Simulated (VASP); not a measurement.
Here is a VASP 6.6.1 calculation.

INCAR

```
ALGO = Normal ; EDIFF = 1E-6
ENCUT = 520 ; GGA = PE
ISIF = 2 ; ISMEAR = 0
LASPH = T ; LCHARG = T
LELF = T ; LREAL = F
LVHAR = T ; LWAVE = F
NBANDS = 26 ; NELM = 100
PREC = Accurate ; SIGMA = 0.05
```

Contents of KPOINTS:

```
k-points
0
Gamma
  12 12 4
```

Contents of POSCAR:

```
C
1.0
    2.4551126132      0.0000000000      0.0000000000
   -1.2275563066      2.1261898921      0.0000000000
    0.0000000000      0.0000000000      8.0970746369
C
8
Direct
   -0.0110056021     -0.0220112043      0.0929732494
   -0.0110056021     -0.0220112043      0.5929732494
   -0.0110056021     -0.0220112043      0.4070267506
   -0.0110056021     -0.0220112043      0.9070267506
    0.3443389355      0.6886778709      0.1555299995
    0.6776722688      0.3553445376      0.6555299995
    0.3443389355      0.6886778709      0.3444700005
    0.6776722688      0.3553445376      0.8444700005
```

Potentials or basis: VASP PAW PBE potentials, release 64 (C).

Command:

```sh
$ cat potpaw_PBE.64/C/POTCAR > POTCAR
$ mpirun -np 1 vasp_std > vasp.out
```

Estimate the band gap on the k mesh.

3.64 eV, indirect (least direct gap 4.09 eV).

Predict the pressure.

43.0 GPa.

What does it give for the largest force?

3.992 eV/Å.

Stress tensor (GPa, compression positive):
```
41.78  0.00  0.00
 0.00 45.70  0.00
 0.00  0.00 41.43
```

Caveat: forces of over 1 eV/Å act on the atoms, so gaps and moduli don't describe the material at rest. A k mesh can miss the band edges.
